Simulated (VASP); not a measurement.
# TaN (P-6m2) in VASP: notebook

The runs below take TaN through relaxation of shape and atoms at fixed volume, single point, with r2SCAN.

All numbers are computed with VASP 6.6.1; they aren't measurements. Logs are shortened: lines on timing, memory, paths and dates and some standing lists are left out, and cuts for length are marked.

### Step 1. The cell of the first run

It takes space group P-6m2 (No. 187, hexagonal). The conventional cell has a = 2.995 Å, b = 2.995 Å, c = 2.938 Å, α = 90.00°, β = 90.00°, γ = 120.00°. Within 3.0 Å of Ta (site symmetry -6m2) lie 6 N at 2.27 Å and 8 Ta at 2.94 to 3.00 Å. N (site symmetry -6m2) has 6 Ta at 2.27 Å and 8 N at 2.94 to 3.00 Å within 3.0 Å.

### Step 2. Relaxation of shape and atoms at fixed volume, r2SCAN (11.41 Å³/atom)

Contents of POSCAR:

```
TaN
1.0
    2.9954962808      0.0000000000      0.0000000000
   -1.4977481404      2.5941758762      0.0000000000
    0.0000000000      0.0000000000      2.9377476913
Ta N
1 1
Direct
    0.3333333333      0.6666666667      0.5000000000
    0.0000000000      0.0000000000      0.0000000000
```

Contents of INCAR.step1:

```
PREC = Accurate
ENCUT = 600
ISMEAR = 0
SIGMA = 0.1
LREAL = F
LASPH = T
NELM = 100
GGA = PE
ALGO = Normal
EDIFF = 1E-4
LWAVE = T
LCHARG = F
```

Contents of INCAR.step2:

```
PREC = Accurate
ENCUT = 600
EDIFF = 1E-6
ISMEAR = 0
SIGMA = 0.1
LREAL = F
LASPH = T
NELM = 100
ALGO = Normal
ISIF = 4
LWAVE = F
LCHARG = F
METAGGA = R2SCAN
LMIXTAU = T
IBRION = 2
NSW = 50
EDIFFG = -0.01
ISTART = 1
```

Contents of KPOINTS:

```
regular mesh
0
Gamma
  18 18 14
```

Potentials or basis: VASP PAW PBE potentials, release 64 (Ta_pv, N).

Launch:

```
$ cat potpaw_PBE.64/Ta_pv/POTCAR potpaw_PBE.64/N/POTCAR > POTCAR
$ cp INCAR.step1 INCAR
$ mpirun -np 1 vasp_std > vasp.out
$ cp INCAR.step2 INCAR
$ mpirun -np 1 vasp_std > vasp.out
```

OUTCAR:

```text
PREC = Accurate
   ENCUT = 600
   EDIFF = 1E-6
   ISMEAR = 0
   LREAL = F
   LASPH = T
   NELM = 100
   ISIF = 4
   METAGGA = R2SCAN
   IBRION = 2
   NSW = 50
   EDIFFG = -0.01
   ISTART = 1

 ion  position               nearest neighbor table
   1  0.333  0.667  0.500-   2 2.27   2 2.27   2 2.27   2 2.27   2 2.27   2 2.27
   2  0.000  0.000  0.000-   1 2.27   1 2.27   1 2.27   1 2.27   1 2.27   1 2.27

  LATTYP: Found a hexagonal cell.
 ALAT       =     2.9954962808
 C/A-ratio  =     0.9807215286

  Lattice vectors:

 A1 = (   2.9954962808,   0.0000000000,   0.0000000000)
 A2 = (  -1.4977481404,   2.5941758762,   0.0000000000)
 A3 = (   0.0000000000,   0.0000000000,   2.9377476913)

Analysis of symmetry for initial positions (statically):
=====================================================================
 Subroutine PRICEL returns:
 Original cell was already a primitive cell.

 Routine SETGRP: Setting up the symmetry group for a
 hexagonal supercell.

 Subroutine GETGRP returns: Found 12 space group operations
 (whereof 12 operations were pure point group operations)
 out of a pool of 24 trial point group operations.

The static configuration has the point symmetry D_3h.

Analysis of symmetry for dynamics (positions and initial velocities):
=====================================================================
 Subroutine PRICEL returns:
 Original cell was already a primitive cell.

 Routine SETGRP: Setting up the symmetry group for a
 hexagonal supercell.

 Subroutine GETGRP returns: Found 12 space group operations
 (whereof 12 operations were pure point group operations)
 out of a pool of 24 trial point group operations.

The dynamic configuration has the point symmetry D_3h.

 Subroutine INISYM returns: Found 12 space group operations
 (whereof 12 operations are pure point group operations),
 and found     1 'primitive' translations

----------------------------------------------------------------------------------------

                                     Primitive cell

  volume of cell :      22.8288

  direct lattice vectors                    reciprocal lattice vectors
[... 98 lines left out ...]
   NELECT =      16.0000    total number of electrons
   NUPDOWN=      -1.0000    fix difference up-down
   EMIN   =  10.00;   EMAX   =-10.00  energy-range for DOS
   EFERMI =   0.00;   METHOD = LEGACY
   ISMEAR =     0;   SIGMA  =   0.10  broadening in eV -4-tet -1-fermi 0-gaus
   EFERMI_NEDOS =   21; number of points for ismear=-14 and -15
   IALGO  =     38    algorithm
   IMIX   =      4    mixing-type and parameters
     AMIX     =   0.40;   BMIX     =  1.00
     AMIX_MAG =   1.60;   BMIX_MAG =  1.00
  volume/ion in A,a.u.               =      11.41        77.03
  Fermi-wavevector in a.u.,A,eV,Ry     =   1.454188  2.748017 28.771738  2.114663
  Thomas-Fermi vector in A             =   2.571368
   LORBIT       =      0    0 simple, 1 ext, 2 COOP (PROOUT), +10 PAW based schemes
   METAGGA = R2SCAN    functional components
   LHFCALC =     F    Hartree Fock is set to
   AEXX    =    0.0000 exact exchange contribution
   IVDW    =     0    specifies the selected vdW correction
   LEPSILON=     F    determine dielectric tensor
   LRPA    =     F    only Hartree local field effects (RPA)
 conjugate gradient relaxation of ions
 non-spin polarized calculation
 Gauss-broadening in eV      SIGMA  =   0.10
  energy-cutoff  :      600.00
  volume of cell :       22.83
 maximum number of plane-waves:       786
 NGX is ok and might be reduce to    24
   NGX = 11   NGY = 11   NGZ = 11

--------------------------------------- Ionic step        1  -------------------------------------------

 number of electron      16.0000000 magnetization

 Free energy of the ion-electron system (eV)
  ---------------------------------------------------
  ext. energy  EPLUGINS =         0.00000000
  ---------------------------------------------------
  free energy    TOTEN  =       -60.33051925 eV

  energy without entropy =      -60.33025964  energy(sigma->0) =      -60.33038944

------------------------ aborting loop because EDIFF is reached ----------------------------------------

  FORCE on cell =-STRESS in cart. coord.  units (eV):
  Direction    XX          YY          ZZ          XY          YZ          ZX
  --------------------------------------------------------------------------------------
  -------------------------------------------------------------------------------------
  Total       -2.4137263     -2.4137263     -2.5326835      0.0000000     -0.0000000      0.0000000
  in kB     -169.4009791   -169.4009791   -177.7496739      0.0000000     -0.0000000      0.0000000
  external PRESSURE =    -172.1838774 kB  Pullay stress =       0.0000000 kB
[... 59 lines left out ...]
--------------------------------------- Ionic step        3  -------------------------------------------

 number of electron      16.0000000 magnetization

 Free energy of the ion-electron system (eV)
  ---------------------------------------------------
  ext. energy  EPLUGINS =         0.00000000
  ---------------------------------------------------
  free energy    TOTEN  =       -60.33057733 eV

  energy without entropy =      -60.33031758  energy(sigma->0) =      -60.33044746

 E-fermi :   7.6284     XC(G=0): -13.9918

 val. band max:        7.6031495938   @ k =   0.0000   0.0000   0.4286
 cond. band min:       7.6477241446   @ k =   0.3333   0.3333   0.0000
 fundamental gap:      0.0445745508
 Fermi energy:         7.6283904962

 k-point     1 :       0.0000    0.0000    0.0000
  band No.  band energies     occupation
      1     -28.6862      2.00000
      2     -28.4599      2.00000
      3     -28.4599      2.00000
      4     -10.7411      2.00000
      5       3.0426      2.00000
      6       3.0426      2.00000
      7       3.4933      2.00000
      8       4.5752      2.00000
      9       9.6551      0.00000
     10      11.1194      0.00000
     11      11.1194      0.00000
     12      11.5325      0.00000
[... 331 lines left out ...]
 k-point    24 :       0.3889    0.1111    0.0000
  band No.  band energies     occupation
      1     -29.2718      2.00000
      2     -28.7150      2.00000
      3     -28.5699      2.00000
      4      -8.6765      2.00000
      5      -0.4461      2.00000
      6       2.5370      2.00000
      7       3.3355      2.00000
      8       5.3320      2.00000
      9       9.9972      0.00000
     10      10.5441      0.00000
     11      11.9677      0.00000
     12      13.5792      0.00000

 [... further k-points ...]
[... 5 lines left out ...]
  --------------------------------------------------------------------------------------
  -------------------------------------------------------------------------------------
  Total       -2.4480375     -2.4480375     -2.4488787      0.0000000     -0.0000000      0.0000000
  in kB     -171.8090196   -171.8090196   -171.8680521      0.0000000     -0.0000000      0.0000000
  external PRESSURE =    -171.8286971 kB  Pullay stress =       0.0000000 kB
[... 17 lines left out ...]
  FREE ENERGIE OF THE ION-ELECTRON SYSTEM (eV)
  ---------------------------------------------------
  free  energy   TOTEN  =       -60.3305773292 eV

  energy  without entropy=      -60.3303175809  energy(sigma->0) =      -60.33044746

 reached required accuracy - stopping structural energy minimisation
```

OSZICAR.step1:

```text
N       E                     dE             d eps       ncg     rms          rms(c)
DAV:   1     0.980746204437E+02    0.98075E+02   -0.10057E+04  7104   0.156E+03
DAV:   2    -0.205874234071E+02   -0.11866E+03   -0.11199E+03  8136   0.366E+02
DAV:   3    -0.249562989517E+02   -0.43689E+01   -0.42818E+01  8908   0.653E+01
DAV:   4    -0.250152688821E+02   -0.58970E-01   -0.58773E-01  7888   0.736E+00
DAV:   5    -0.250160106661E+02   -0.74178E-03   -0.74144E-03  8708   0.705E-01    0.209E+01
DAV:   6    -0.225496019934E+02    0.24664E+01   -0.94925E+00  8700   0.305E+01    0.876E+00
DAV:   7    -0.224393687071E+02    0.11023E+00   -0.58811E-01  8248   0.710E+00    0.609E+00
DAV:   8    -0.224163286683E+02    0.23040E-01   -0.20043E-01  7856   0.447E+00    0.118E+00
DAV:   9    -0.224093729228E+02    0.69557E-02   -0.23538E-02  8240   0.133E+00    0.237E-01
DAV:  10    -0.224094188575E+02   -0.45935E-04   -0.11665E-03  8344   0.409E-01    0.736E-02
DAV:  11    -0.224093765766E+02    0.42281E-04   -0.11366E-04  4400   0.120E-01
   1 F= -.22409377E+02 E0= -.22409242E+02  d E =-.268464E-03
```

Run time: 2.8 min. Hardware: 1 thread of Intel Xeon 6975P-C (Granite Rapids), shared host; peak memory 0.23 GiB.

Results:

| Item | Value |
| --- | --- |
| Free energy | -60.3306 eV |
| Energy gained by relaxing | 0.0 meV/atom |
| Ionic steps | 3 |
| Pressure after relaxing | -17.2 GPa |
| Band gap on the k mesh | zero (bands 8 and 9 overlap by 0.24 eV) |

Final structure:
```xyz
2
Lattice="2.9969 0.0000 0.0000 -1.4984 2.5954 0.0000 0.0000 0.0000 2.9350" Properties=species:S:1:pos:R:3 pbc="T T T"
Ta    0.0000    1.7303    1.4675
N     0.0000    0.0000    2.9350
```

Caveat: the PAW data sets were made with another functional, which shifts forces and pressure a little; spin-orbit coupling is left out, which moves the levels of the heavy elements.

### Step 3. Single point, r2SCAN (biaxial strain in the a-b plane: -4.5 %, then relaxed in part)

Contents of POSCAR:

```
TaN
1.0
    2.8040273825      0.0000000000      0.0000000000
   -1.4020136913      2.4283589462      0.0000000000
    0.0000000000      0.0000000000      2.9361329978
Ta N
1 1
Direct
    0.3333333333      0.6666666667      0.5000000000
    0.0000000000      0.0000000000      0.0000000000
```

Contents of INCAR.step1:

```
  PREC = Accurate
  ENCUT = 520
  ISMEAR = 0
  SIGMA = 0.1
  LREAL = F
  LASPH = T
  NELM = 80
  NBANDS = 15
  GGA = PE
  ALGO = Normal
  EDIFF = 1E-4
  LWAVE = T
  LCHARG = F
```

Contents of INCAR.step2:

```
  PREC = Accurate
  ENCUT = 520
  EDIFF = 1E-7
  ISMEAR = 0
  SIGMA = 0.1
  LREAL = F
  LASPH = T
  NELM = 80
  ALGO = Normal
  ISIF = 2
  LWAVE = F
  LCHARG = F
  METAGGA = R2SCAN
  LMIXTAU = T
  NBANDS = 15
  ISTART = 1
```

Contents of KPOINTS:

```
Automatic mesh
0
Gamma
  24 24 18
```

Potentials or basis: VASP PAW PBE potentials, release 64 (Ta_pv, N).

Launch:

```
$ cat potpaw_PBE.64/Ta_pv/POTCAR potpaw_PBE.64/N/POTCAR > POTCAR
$ cp INCAR.step1 INCAR
$ mpirun -np 1 vasp_std > vasp.out
$ cp INCAR.step2 INCAR
$ mpirun -np 1 vasp_std > vasp.out
```

Wall time 6.6 min (1 thread of Intel Xeon Platinum 8259CL at 2.50GHz (Skylake/Cascade Lake), shared host); peak memory 0.3 GiB.

The run converged. Its results:

| Quantity | Value |
| --- | --- |
| Free energy | -60.1238 eV |
| Pressure | 32.3 GPa |
| Band gap on the k mesh | zero (bands 8 and 9 overlap by 0.42 eV) |

Stress tensor (GPa, compression positive):
```
47.30  0.00  0.00
 0.00 47.30  0.00
 0.00  0.00  2.34
```

Levels at points of the mesh, in eV from the Fermi level:
| k point | band 6 | band 7 | band 8 | band 9 | band 10 | band 11 |
| --- | --- | --- | --- | --- | --- | --- |
| (0.00, 0.00, 0.00) | -4.51 | -4.51 | -3.51 | 3.78 | 3.78 | 3.87 |
| (0.50, 0.00, 0.00) | -6.33 | -3.96 | -3.07 | 3.34 | 5.35 | 5.68 |
| (0.00, 0.00, 0.50) | -3.54 | -3.54 | -0.12 | -0.12 | 1.62 | 4.42 |
| (0.50, 0.00, 0.50) | -6.76 | -5.78 | -0.51 | 5.05 | 6.26 | 6.62 |

Caveat: the cell differs from its parent crystal (biaxial strain in the a-b plane: -4.5 %, then relaxed in part); the stress differs along the axes, from 2 to 47 GPa; the PAW data sets were made with another functional, which shifts forces and pressure a little; spin-orbit coupling is left out, which moves the levels of the heavy elements.

[end of part 1 of 3]

The gap in the log of VASP goes by the Fermi energy; the results here count the filled bands.